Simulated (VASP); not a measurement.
The system is ZnS (klda).

```
Zn S
1.0
     0.00000    2.69368    2.69368
     2.69368    0.00000    2.69368
     2.69368    2.69368    0.00000
Zn S
1 1
Direct
  0.00000 0.00000 0.00000
  0.75000 0.75000 0.75000
```

```yaml
Program: VASP 6.6.1
Task: relaxation of cell and atoms
Functional: LDA
Potentials_or_basis: VASP PAW LDA potentials, release 64 (Zn, S)
Cutoff: 600 eV
k_mesh: 10 × 10 × 10
Occupations: gaussian, width 0.02 eV
Spin: no spin polarisation
```

At the start: pressure -3.7 GPa; volume 19.55 Å³/atom.

Where does the relaxation end?

Over 6 steps the energy falls by 11.1 meV/atom and the volume is 18.63 Å³/atom (-4.7 %); space group F-43m (No. 216, to 0.05 Å).

Step by step:
```csv
step,energy change (eV),largest force (eV/Å),pressure (GPa),volume (Å³)
1,0.0000,0.0000,-3.65,39.09
2,-0.0192,0.0000,1.51,36.62
3,-0.0222,0.0000,-0.09,37.24
4,-0.0222,0.0000,0.15,37.21
5,-0.0222,0.0000,-0.07,37.30
6,-0.0222,0.0000,-0.01,37.25
```

Final structure:
```cif
data_structure
_symmetry_space_group_name_H-M 'P 1'
_symmetry_Int_Tables_number 1
_cell_length_a 3.7488
_cell_length_b 3.7488
_cell_length_c 3.7488
_cell_angle_alpha 60.000
_cell_angle_beta 60.000
_cell_angle_gamma 60.000
_cell_volume 37.25
loop_
_atom_site_label
_atom_site_type_symbol
_atom_site_fract_x
_atom_site_fract_y
_atom_site_fract_z
_atom_site_occupancy
Zn1 Zn 0.00000 0.00000 0.00000 1
S1 S 0.75000 0.75000 0.75000 1
```
